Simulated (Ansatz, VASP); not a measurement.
# One calculation of BaTe, two programs

Contents of INCAR:

```
SYSTEM = BaTe
PREC = Accurate ; ENCUT = 520
EDIFF = 1E-6 ; ISMEAR = -1
SIGMA = 0.05 ; LREAL = .False.
LASPH = .True. ; NELM = 80
ALGO = Normal ; ISIF = 2
LWAVE = .False. ; LCHARG = .False.
GGA = PE ; NBANDS = 15
```

The input KPOINTS:

```
Automatic mesh
0
Gamma
  10 10 10
  0 0 0
```

File POSCAR:

```
BaTe
1.0
    0.0000000000      3.4100000000      3.4100000000
    3.4100000000      0.0000000000      3.4100000000
    3.4100000000      3.4100000000      0.0000000000
Ba Te
1 1
Direct
    0.0000000000      0.0000000000      0.0000000000
    0.5000000000      0.5000000000      0.5000000000
```

Input for Ansatz:

```yaml
crystal:
  lattice:
    - [0.0, 3.41, 3.41]
    - [3.41, 0.0, 3.41]
    - [3.41, 3.41, 0.0]
  atoms:
    - { symbol: Ba, position: [0.0, 0.0, 0.0] }
    - { symbol: Te, position: [0.5, 0.5, 0.5] }
kpoints:
  mp_grid: { grid: [10, 10, 10] }
  band_path:
    path:
      - [0.0, 0.0, 0.0]
      - [0.5, 0.0, 0.5]
      - [0.625, 0.25, 0.625]
      - [0.375, 0.375, 0.75]
      - [0.0, 0.0, 0.0]
      - [0.5, 0.5, 0.5]
      - [0.5, 0.25, 0.75]
      - [0.5, 0.0, 0.5]
    npoints: 5
scf:
  occupations: { method: fermi_dirac, width: 0.05 }
hamiltonian:
  xc: pbe
  pseudopotentials:
    kind: all_electron
    lapw: { basis_error: 0.00025 }
    relativity: none
output:
  forces: true
  stress: true
  eigenvalues: true
```

Alike in both runs: task single point; functional PBE; k mesh 10 × 10 × 10; occupations fermi-dirac, width 0.05 eV; no spin polarisation.

|  | VASP | Ansatz |
| --- | --- | --- |
| version | VASP 6.6.1 | Ansatz 0.2.0 |
| potentials or method | VASP PAW PBE potentials, release 64 (Ba_sv, Te), cutoff 520 eV | all-electron LAPW, non-relativistic |

VASP gave:

* pressure (GPa): 4.2

Question: What did Ansatz give for the same quantities?

Answer: Pressure (GPa): 4.5.

Ansatz ran all-electron here, and VASP with PAW potentials.

Spin-orbit coupling is off throughout.
